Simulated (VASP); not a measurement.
Input of a VASP 6.6.1 run:

INCAR

```
PREC     = Accurate       # precision mode
ENCUT    = 600            # plane-wave cutoff, eV
EDIFF    = 1E-6           # SCF threshold, eV
ISMEAR   = 0              # smearing method
SIGMA    = 0.1            # smearing width, eV
LREAL    = False          # projectors in reciprocal space
LASPH    = True           # aspherical terms in the spheres
NELM     = 120            # most SCF steps
ALGO     = Normal         # electronic algorithm
ISIF     = 2              # what is computed and relaxed
LWAVE    = False          # write WAVECAR
LCHARG   = True           # write CHGCAR
GGA      = PE             # functional
LELF     = True           # ELF
LVHAR    = True         
NBANDS   = 19             # bands
GGA_COMPAT= False
```

KPOINTS

```
Automatic mesh
0
Gamma
  16 16 16
```

POSCAR

```
SiNi2
1.0
    0.0000000000      2.6592109857      2.6592109857
    2.6592109857      0.0000000000      2.6592109857
    2.6592109857      2.6592109857      0.0000000000
Si Ni
1 2
Direct
    0.5000000000      0.5000000000      0.5000000000
    0.7500000000      0.7500000000      0.7500000000
    0.2500000000      0.2500000000      0.2500000000
```

Potentials or basis: VASP PAW PBE potentials, release 64 (Si, Ni).

Launch:

```console
$ cat potpaw_PBE.64/Si/POTCAR potpaw_PBE.64/Ni/POTCAR > POTCAR
$ mpirun -np 1 vasp_std > vasp.out
```

(1) Estimate the band gap on the k mesh.

(2) Predict the pressure.

Results:

(1) zero (bands 12 and 13 overlap by 5.32 eV).

(2) 0.3 GPa.
